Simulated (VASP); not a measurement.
A run of VASP 6.6.1 is set up as follows.

INCAR

```
PREC = Accurate ; ENCUT = 600
EDIFF = 1E-7 ; ISMEAR = -1
SIGMA = 0.1 ; LREAL = False
LASPH = True ; NELM = 100
ALGO = Normal ; ISIF = 4
LWAVE = False ; LCHARG = False
GGA = PE ; IBRION = 2
NSW = 50 ; EDIFFG = -0.005
```

File KPOINTS:

```
Automatic mesh
0
Gamma
  16 16 15
```

File POSCAR:

```
Hf
1.0
    2.7577834454      0.0000000000      0.0000000000
   -1.3788917227      2.3883105219      0.0000000000
    0.0000000000      0.0000000000      2.7668305353
Hf
1
Direct
    0.0000000000      0.0000000000      0.0000000000
```

Potentials or basis: VASP PAW PBE potentials, release 64 (Hf_pv).

The run is started by

```console
$ cat potpaw_PBE.64/Hf_pv/POTCAR > POTCAR
$ mpirun -np 1 vasp_std > vasp.out
```

(1) Estimate the band gap on the k mesh.

Results:

(1) zero (bands 5 and 6 overlap by 0.78 eV).

Caveat: spin-orbit coupling is left out, which moves the levels of the heavy elements.
